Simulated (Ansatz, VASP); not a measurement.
# Two plane-wave programs on B3N

```
B N
1.0
    -1.43833    1.43833    3.21289
     1.43833   -1.43833    3.21289
     1.43833    1.43833   -3.21289
B N
3 1
Direct
  0.50000 0.50000 0.00000
  0.25000 0.75000 0.50000
  0.75000 0.25000 0.50000
  0.00000 0.00000 0.00000
```

Alike in both runs: task single point; functional PBE; k mesh 8 × 8 × 8; occupations gaussian, width 0.1 eV; no spin polarisation.

|  | VASP | Ansatz |
| --- | --- | --- |
| version | VASP 6.6.1 | Ansatz 0.2.0 |
| potentials or method | VASP PAW PBE potentials, release 64 (B, N), cutoff 520 eV | scalar-relativistic, plane waves, PAW |
| valence electrons in the cell | 14 | 14 |

|  | VASP | Ansatz | Ansatz less VASP |
| --- | --- | --- | --- |
| gap on the k mesh at the Fermi level (eV) | none | none | - |
| pressure (GPa) | -3.4 | -3.3 | +0.07 |
| traceless stress, the component that is largest in VASP (GPa) | 9.96 | 10.07 | +0.107 |

A gap of «none» marks a metal or a gap that the smearing closes.

The k mesh is coarse, so the values compare programs but aren't converged.
